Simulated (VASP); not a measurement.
# RbP2 (R-3m) in VASP: relaxation of cell and atoms with PBE

Aim: the relaxation of cell and atoms of RbP2 with PBE.

All numbers are computed with VASP 6.6.1; they aren't measurements. Logs are shortened: lines on timing, memory, paths and dates and some standing lists are left out, and cuts for length are marked.

### Step 1. The cell of the first run

The structure is trigonal, space group R-3m (No. 166). The conventional cell has a = 5.145 Å, b = 5.145 Å, c = 12.820 Å, α = 90.00°, β = 90.00°, γ = 120.00°. Rb (site symmetry -3m) has 6 P at 3.02 Å within 4.0 Å. Within 4.0 Å of P (site symmetry 3m) lie 3 Rb at 3.02 Å and 4 P at 3.17 to 3.18 Å.

The cell was built from a structure type or drawn by symmetry, and may not be a known phase.

### Step 2. Relaxation of cell and atoms, PBE

Input file INCAR:

```
SYSTEM = RbP2
  PREC = Accurate
  ENCUT = 600
  EDIFF = 1E-6
  ISMEAR = 0
  SIGMA = 0.1
  LREAL = .FALSE.
  LASPH = .TRUE.
  NELM = 100
  ALGO = Normal
  ISIF = 3
  LWAVE = .FALSE.
  LCHARG = .FALSE.
  GGA = PE
  IBRION = 2
  NSW = 90
  EDIFFG = -0.04
```

Input file KPOINTS:

```
Automatic mesh
0
G
  6 6 6
  0 0 0
```

Input file POSCAR:

```
RbP2
1.0
    2.5726371800      1.4853127700      4.2733537800
   -2.5726371800      1.4853127700      4.2733537800
    0.0000000000     -2.9706255400      4.2733537800
Rb P
1 2
Direct
    0.0000000000      0.0000000000      0.0000000000
    0.3760162800      0.3760162800      0.3760162800
    0.6239837200      0.6239837200      0.6239837200
```

Potentials or basis: VASP PAW PBE potentials, release 64 (Rb_sv, P).

On the command line:

```
> cat potpaw_PBE.64/Rb_sv/POTCAR potpaw_PBE.64/P/POTCAR > POTCAR
> mpirun -np 1 vasp_std > vasp.out
```

OUTCAR:

```text
SYSTEM = RbP2
   PREC = Accurate
   ENCUT = 600
   EDIFF = 1E-6
   ISMEAR = 0
   LREAL = .FALSE.
   LASPH = .TRUE.
   NELM = 100
   ISIF = 3
   GGA = PE
   IBRION = 2
   NSW = 90
   EDIFFG = -0.04

 ion  position               nearest neighbor table
   1  0.000  0.000  0.000-   3 3.02   3 3.02   2 3.02   2 3.02   3 3.02   2 3.02
   2  0.376  0.376  0.376-   1 3.02   1 3.02   1 3.02
   3  0.624  0.624  0.624-   1 3.02   1 3.02   1 3.02

  LATTYP: Found a trigonal (rhomboedric) cell.
 ALAT       =     5.2044373965
 COS(alpha) =     0.5113031922

  Lattice vectors:

 A1 = (   2.5726371800,   1.4853127700,   4.2733537800)
 A2 = (  -2.5726371800,   1.4853127700,   4.2733537800)
 A3 = (   0.0000000000,  -2.9706255400,   4.2733537800)

Analysis of symmetry for initial positions (statically):
=====================================================================
 Subroutine PRICEL returns:
 Original cell was already a primitive cell.

 Routine SETGRP: Setting up the symmetry group for a
 trigonal (rhombohedral) supercell.

 Subroutine GETGRP returns: Found 12 space group operations
 (whereof 12 operations were pure point group operations)
 out of a pool of 12 trial point group operations.

The static configuration has the point symmetry D_3d.

Analysis of symmetry for dynamics (positions and initial velocities):
=====================================================================
 Subroutine PRICEL returns:
 Original cell was already a primitive cell.

 Routine SETGRP: Setting up the symmetry group for a
 trigonal (rhombohedral) supercell.

 Subroutine GETGRP returns: Found 12 space group operations
 (whereof 12 operations were pure point group operations)
 out of a pool of 12 trial point group operations.

The dynamic configuration has the point symmetry D_3d.

 Subroutine INISYM returns: Found 12 space group operations
 (whereof 12 operations are pure point group operations),
 and found     1 'primitive' translations

----------------------------------------------------------------------------------------

                                     Primitive cell

  volume of cell :      97.9753

  direct lattice vectors                    reciprocal lattice vectors
     2.572637180  1.485312770  4.273353780     0.194353096  0.112209812  0.078002747
    -2.572637180  1.485312770  4.273353780    -0.194353096  0.112209812  0.078002747
     0.000000000 -2.970625540  4.273353780     0.000000000 -0.224419624  0.078002747

  length of vectors
     5.204437396  5.204437396  5.204437398     0.237589133  0.237589133  0.237589133

  position of ions in fractional coordinates (direct lattice)
     0.000000000  0.000000000  0.000000000
[... 116 lines left out ...]
 maximum number of plane-waves:      3291
 NGX is ok and might be reduce to    42
   NGX = 21   NGY = 21   NGZ = 21

--------------------------------------- Ionic step        1  -------------------------------------------

 number of electron      19.0000000 magnetization

 Free energy of the ion-electron system (eV)
  ---------------------------------------------------
  ext. energy  EPLUGINS =         0.00000000
  ---------------------------------------------------
  free energy    TOTEN  =        -8.63876567 eV

  energy without entropy =       -8.62645337  energy(sigma->0) =       -8.63260952

------------------------ aborting loop because EDIFF is reached ----------------------------------------

  FORCE on cell =-STRESS in cart. coord.  units (eV):
  Direction    XX          YY          ZZ          XY          YZ          ZX
  --------------------------------------------------------------------------------------
  -------------------------------------------------------------------------------------
  Total        2.4725921      2.4725921     -4.2480273      0.0000000      0.0000000      0.0000000
  in kB       40.4339814     40.4339815    -69.4674444      0.0000000      0.0000000      0.0000000
  external PRESSURE =       3.8001728 kB  Pullay stress =       0.0000000 kB
[... 92 lines left out ...]
  FREE ENERGIE OF THE ION-ELECTRON SYSTEM (eV)
  ---------------------------------------------------
  free  energy   TOTEN  =       -11.5386461180 eV

  energy  without entropy=      -11.5294857313  energy(sigma->0) =      -11.53406592

 E-fermi :   5.7436     XC(G=0):  -8.8628

 val. band max:        5.6979464585   @ k =   0.5000   0.3333   0.3333
 cond. band min:       5.7553192546   @ k =  -0.1667   0.3333   0.1667
 fundamental gap:      0.0573727961
 Fermi energy:         5.7436455656

 k-point     1 :       0.0000    0.0000    0.0000
  band No.  band energies     occupation
      1     -26.9091      2.00000
      2     -16.1087      2.00000
      3      -9.4821      2.00000
      4      -9.4821      2.00000
      5      -4.6412      2.00000
      6      -4.5045      2.00000
      7      -4.5045      2.00000
      8       2.9245      2.00000
      9       2.9245      2.00000
     10       3.8730      2.00000
     11       6.1023      0.00000
     12       6.1023      0.00000
     13      10.1378      0.00000
[... 356 lines left out ...]
      2     -16.6453      2.00000
      3      -9.4240      2.00000
      4      -9.2328      2.00000
      5      -5.7599      2.00000
      6      -5.6759      2.00000
      7      -2.2024      2.00000
      8       3.5283      2.00000
      9       5.5091      1.99909
     10       5.8107      0.34318
     11       5.8808      0.05240
     12       7.6888      0.00000
     13       8.6705      0.00000

 [... further k-points ...]

[... ionic steps 4 to 20 ...]

--------------------------------------- Ionic step       21  -------------------------------------------

 number of electron      19.0000001 magnetization

------------------------ aborting loop because EDIFF is reached ----------------------------------------
[... 69 lines left out ...]
--------------------------------------- Ionic step       23  -------------------------------------------

 number of electron      19.0000001 magnetization

 Free energy of the ion-electron system (eV)
  ---------------------------------------------------
  ext. energy  EPLUGINS =         0.00000000
  ---------------------------------------------------
  free energy    TOTEN  =       -11.86920037 eV

  energy without entropy =      -11.85922284  energy(sigma->0) =      -11.86421161

 E-fermi :   2.2954     XC(G=0):  -7.9833

 val. band max:        2.2923330683   @ k =  -0.1667   0.5000   0.1667
 cond. band min:       2.3208245730   @ k =   0.5000   0.5000   0.1667
 fundamental gap:      0.0284915047
 Fermi energy:         2.2953699719

 k-point     1 :       0.0000    0.0000    0.0000
  band No.  band energies     occupation
      1     -25.0304      2.00000
      2     -10.2036      2.00000
      3      -9.1268      2.00000
      4      -9.1235      2.00000
      5      -9.1235      2.00000
      6      -4.6010      2.00000
      7      -1.2457      2.00000
      8       0.2668      2.00000
      9       0.2668      2.00000
     10       1.5123      2.00000
     11       1.5123      2.00000
     12       6.1538      0.00000
     13       6.9244      0.00000
[... 398 lines left out ...]
  FREE ENERGIE OF THE ION-ELECTRON SYSTEM (eV)
  ---------------------------------------------------
  free  energy   TOTEN  =       -11.8692003730 eV

  energy  without entropy=      -11.8592228406  energy(sigma->0) =      -11.86421161

 reached required accuracy - stopping structural energy minimisation
```

Run time: 12 min. Hardware: 1 thread of Intel Xeon Platinum 8259CL at 2.50GHz (Skylake/Cascade Lake), shared host; peak memory 0.3 GiB.

What came out:

```yaml
Free_energy: -11.8692 eV
Relaxed_volume: 31.77 Å³/atom
Relaxed_cell: a = 4.620 Å, b = 4.620 Å, c = 4.620 Å, α = 81.01°, β = 81.01°, γ = 81.01°
Space_group_after_relaxing_to_0.1_Å: R-3m (No. 166)
Pressure_after_relaxing: -0.1 GPa
Largest_force_after_relaxing: 0.009 eV/Å
Band_gap_on_the_k_mesh: zero (an odd number of electrons rules out a gap without spin polarisation)
```

Forces on the atoms (eV/Å):
```
Rb   0.000  0.000  0.000
P    0.000  0.000 -0.009
P    0.000  0.000  0.009
```

Final structure:
```
Rb P
1.0
     3.00068    1.73244    3.05605
    -3.00068    1.73244    3.05605
     0.00000   -3.46488    3.05605
Rb P
1 2
Direct
  0.00000 0.00000 0.00000
  0.39116 0.39116 0.39116
  0.60884 0.60884 0.60884
```
